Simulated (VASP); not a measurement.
A run of VASP 6.6.1 is set up as follows.

INCAR

```
SYSTEM = F
PREC = Accurate
ENCUT = 520
EDIFF = 1E-7
ISMEAR = 0
SIGMA = 0.05
LREAL = .False.
LASPH = .True.
NELM = 80
ALGO = Normal
ISIF = 2
LWAVE = .False.
LCHARG = .False.
GGA = PS
NBANDS = 22
```

KPOINTS

```
Automatic mesh
0
Gamma
  4 4 2
  0 0 0
```

POSCAR

```
F
1.0
    3.3009202588     -1.8080167771     -0.2545954469
    3.3009202588      1.8080167771     -0.2545954469
   -2.5087194409      0.0000000000      7.2516640943
F
4
Direct
    0.0848459664      0.0848459664      0.0940038325
    0.9151540336      0.9151540336      0.9059961675
    0.5015719855      0.5015719855      0.5937195244
    0.4984280145      0.4984280145      0.4062804756
```

Potentials or basis: VASP PAW PBE potentials, release 64 (F).

The run is started by

```sh
$ cat potpaw_PBE.64/F/POTCAR > POTCAR
$ mpirun -np 1 vasp_std > vasp.out
```

Predict the pressure.

-1.8 GPa.

Predict the band gap on the k mesh.

2.74 eV, indirect (least direct gap 2.82 eV).

Forces in eV/Å, atoms in the order of the input:
```
F   -0.296  0.000 -0.586
F    0.296  0.000  0.586
F    0.217  0.000 -0.627
F   -0.217  0.000  0.627
```

Caveat: the k points lie up to 0.51 Å⁻¹ apart; the PAW data sets were made with another functional, which shifts forces and pressure a little. A k mesh can miss the band edges.
